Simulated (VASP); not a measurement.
Set up this calculation in VASP 6.6.1, as the native input.

* Task: single point
* Functional: LDA
* Potentials or basis: VASP PAW LDA potentials, release 64 (Pb_d)
* Cutoff: 520 eV
* k mesh: 11 × 11 × 11
* Occupations: methfessel-paxton, width 1 eV
* Spin: no spin polarisation
* Dipole correction: no
* Further INCAR settings: ALGO = Normal; EDIFF = 1e-07; NBANDS = 13

The structure of Pb lies in POSCAR:

```
Pb
1.0
    0.0000000000      2.4375492138      2.4375492138
    2.4375492138      0.0000000000      2.4375492138
    2.4375492138      2.4375492138      0.0000000000
Pb
1
Direct
    0.0000000000      0.0000000000      0.0000000000
```

One way to write it, as run:

INCAR

```
SYSTEM = Pb
PREC     = Accurate       ! precision mode
ENCUT    = 520            ! plane-wave cutoff, eV
EDIFF    = 1E-7           ! SCF threshold, eV
ISMEAR   = 1              ! smearing method
SIGMA    = 1.0            ! smearing width, eV
LREAL    = .False.        ! projectors in reciprocal space
LASPH    = .True.         ! aspherical terms in the spheres
NELM     = 60             ! most SCF steps
ALGO     = Normal         ! electronic algorithm
ISIF     = 2              ! what is computed and relaxed
LWAVE    = .False.        ! write WAVECAR
LCHARG   = .False.        ! write CHGCAR
GGA      = CA             ! functional
NBANDS   = 13             ! bands
```

KPOINTS

```
regular mesh
0
Gamma
  11 11 11
  0 0 0
```

Potentials or basis: VASP PAW LDA potentials, release 64 (Pb_d).

Launch:

```sh
$ cat potpaw_LDA.64/Pb_d/POTCAR > POTCAR
$ mpirun -np 1 vasp_std > vasp.out
```

Results of the run:

- Pressure: 0.2 GPa
- Band gap on the k mesh: zero (band 7 reaches 15.25 eV, above the bottom of band 8 at 6.00 eV)

Caveat: spin-orbit coupling is left out, which moves the levels of the heavy elements.

Wall time 9.3 s on 1 thread of Intel Xeon 6975P-C (shared host), peak memory 0.15 GiB.
